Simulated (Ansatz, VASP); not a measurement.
One calculation of Si2B2C, two programs

File INCAR:

```
ALGO = Normal
EDIFF = 1E-6
EDIFFG = -0.01
ENCUT = 600
GGA = PE
IBRION = 2
ISIF = 3
ISMEAR = 0
LASPH = T
LCHARG = F
LREAL = F
LWAVE = F
NELM = 60
NSW = 100
PREC = Accurate
SIGMA = 0.1
```

Contents of KPOINTS:

```
k-points
0
Gamma
  12 12 8
```

The input POSCAR:

```
Si2B2C
1.0
    3.4107117574      0.0000000000      0.0000000000
   -1.7053558787      2.9537630269      0.0000000000
    0.0000000000      0.0000000000      5.3176931517
Si B C
2 2 1
Direct
    0.3333333333      0.6666666667      0.6927113034
    0.6666666667      0.3333333333      0.3072886966
    0.3333333333      0.6666666667      0.2510487376
    0.6666666667      0.3333333333      0.7489512624
    0.0000000000      0.0000000000      0.0000000000
```

Input for Ansatz:

```yaml
crystal:
  lattice:
    - [3.4107117574, 0.0, 0.0]
    - [-1.7053558787, 2.9537630269, 0.0]
    - [0.0, 0.0, 5.3176931517]
  atoms:
    - { symbol: Si, position: [0.3333333333, 0.6666666667, 0.6927113034] }
    - { symbol: Si, position: [0.6666666667, 0.3333333333, 0.3072886966] }
    - { symbol: B, position: [0.3333333333, 0.6666666667, 0.2510487376] }
    - { symbol: B, position: [0.6666666667, 0.3333333333, 0.7489512624] }
    - { symbol: C, position: [0.0, 0.0, 0.0] }
basis:
  ecutwfc: 420
kpoints:
  mp_grid: { grid: [12, 12, 8] }
hamiltonian:
  xc: pbe
scf:
  occupations: { method: gaussian, width: 0.1 }
output:
  forces: true
  stress: true
  eigenvalues: true
  write_density: true
  write_potential: true
  elf: true
  volumetric_format: npy
relax:
  adjacent_minimum: "off"
  f_tol: 0.01
  max_steps: 80
  cell: { stress_tol: 0.05 }
```

Alike in both runs: task relaxation of cell and atoms; functional PBE; k mesh 12 × 12 × 8; occupations gaussian, width 0.1 eV; no spin polarisation.

|  | VASP | Ansatz |
| --- | --- | --- |
| version | VASP 6.6.1 | Ansatz 0.2.0 |
| potentials or method | VASP PAW PBE potentials, release 64 (Si, B, C), cutoff 600 eV | scalar-relativistic, plane waves, PAW |
| valence electrons in the cell | 18 | 18 |

```csv
,VASP,Ansatz,Ansatz less VASP
"gap on the k mesh at the Fermi level, each at its own relaxed structure (eV)",none,none,-
relaxed volume (Å³/atom),10.73,10.74,+0.011
relaxed cell length with the largest relative difference (Å),5.320,5.322,+0.0029
```

A gap of «none» marks a metal or a gap that the smearing closes.
